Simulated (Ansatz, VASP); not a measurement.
**In2O3: VASP beside Ansatz**

INCAR

```
SYSTEM = In2O3
PREC     = Accurate       ! precision mode
ENCUT    = 520            ! plane-wave cutoff, eV
EDIFF    = 1E-7           ! SCF threshold, eV
ISMEAR   = 0              ! smearing method
SIGMA    = 0.05           ! smearing width, eV
LREAL    = .False.        ! projectors in reciprocal space
LASPH    = .True.         ! aspherical terms in the spheres
NELM     = 100            ! most SCF steps
ALGO     = Normal         ! electronic algorithm
ISIF     = 2              ! what is computed and relaxed
LWAVE    = .False.        ! write WAVECAR
LCHARG   = .False.        ! write CHGCAR
GGA      = CA             ! functional
NBANDS   = 55             ! bands
```

Contents of KPOINTS:

```
Automatic mesh
0
Gamma
  6 6 6
  0 0 0
```

POSCAR

```
In2O3
1.0
    2.7308926344      1.5766815976      5.1739735545
   -2.7308926344      1.5766815976      5.1739735545
    0.0000000000     -3.1533631952      5.1739735545
In O
4 6
Direct
    0.3576778379      0.3576778379      0.3576778379
    0.1423221621      0.1423221621      0.1423221621
    0.6423221621      0.6423221621      0.6423221621
    0.8576778379      0.8576778379      0.8576778379
    0.5455327428      0.9544672572      0.2500000000
    0.2500000000      0.5455327428      0.9544672572
    0.9544672572      0.2500000000      0.5455327428
    0.4544672572      0.0455327428      0.7500000000
    0.7500000000      0.4544672572      0.0455327428
    0.0455327428      0.7500000000      0.4544672572
```

Input for Ansatz:

```yaml
crystal:
  lattice:
    - [2.7308926344, 1.5766815976, 5.1739735545]
    - [-2.7308926344, 1.5766815976, 5.1739735545]
    - [0.0, -3.1533631952, 5.1739735545]
  atoms:
    - { symbol: In, position: [0.3576778379, 0.3576778379, 0.3576778379] }
    - { symbol: In, position: [0.1423221621, 0.1423221621, 0.1423221621] }
    - { symbol: In, position: [0.6423221621, 0.6423221621, 0.6423221621] }
    - { symbol: In, position: [0.8576778379, 0.8576778379, 0.8576778379] }
    - { symbol: O, position: [0.5455327428, 0.9544672572, 0.25] }
    - { symbol: O, position: [0.25, 0.5455327428, 0.9544672572] }
    - { symbol: O, position: [0.9544672572, 0.25, 0.5455327428] }
    - { symbol: O, position: [0.4544672572, 0.0455327428, 0.75] }
    - { symbol: O, position: [0.75, 0.4544672572, 0.0455327428] }
    - { symbol: O, position: [0.0455327428, 0.75, 0.4544672572] }
basis:
  ecutwfc: 420
kpoints:
  mp_grid: { grid: [6, 6, 6] }
hamiltonian:
  xc: lda
scf:
  occupations: { method: gaussian, width: 0.05 }
output:
  forces: true
  stress: true
  eigenvalues: true
```

Change from the starting cell: strain +0.000 along x and y, +0.080 along z, atoms carried along.

Alike in both runs: task single point; functional LDA; k mesh 6 × 6 × 6; occupations gaussian, width 0.05 eV; no spin polarisation.

```csv
,VASP,Ansatz
version,VASP 6.6.1,Ansatz 0.2.0
potentials or method,"VASP PAW LDA potentials, release 64 (In_d, O), cutoff 520 eV","scalar-relativistic, plane waves, PAW"
valence electrons in the cell,88,88
```

```tsv
	VASP	Ansatz	Ansatz less VASP
gap on the k mesh at the Fermi level (eV)	0.73	0.71	-0.022
least direct gap on the mesh (eV)	0.73	0.71	-0.022
pressure (GPa)	-10.2	-10.8	-0.52
traceless stress, the component that is largest in VASP (GPa)	-7.28	-7.13	+0.145
rms of the force components (eV/Å)	0.206	0.198	-0.0086
```

LDA's correlation is that of Perdew and Zunger in VASP and of Perdew and Wang (1992) in Ansatz. Atom by atom the forces differ by 0.010 eV/Å (rms over components).
